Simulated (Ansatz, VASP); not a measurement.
## Sn: VASP beside Ansatz

```
Sn
1.0
     0.00000    3.27017    3.27017
     3.27017    0.00000    3.27017
     3.27017    3.27017    0.00000
Sn
2
Cartesian
  3.2702 3.2702 3.2702
  4.9053 4.9053 4.9053
```

Alike in both runs: functional PBEsol; k mesh 14 × 14 × 14; occupations fermi-dirac, width 0.08 eV; no spin polarisation.

Ansatz relaxed the structure, and its values are those at the end. VASP's run is a single point on that final structure, the one shown.

|  | VASP | Ansatz |
| --- | --- | --- |
| version | VASP 6.6.1 | Ansatz 0.2.0 |
| potentials or method | VASP PAW PBE potentials, release 64 (Sn_d) | PAW with Ansatz's default frozen-core files, scalar-relativistic |
| plane-wave cutoff (eV) | 520 | 420 |
| valence electrons in the cell | 28 | 28 |

VASP gave:

```
pressure (GPa) : -0.1
```

Q: What did Ansatz give for the same quantities?

A: Pressure (GPa): 0.0.

VASP's potentials were made for PBE, not for PBEsol.
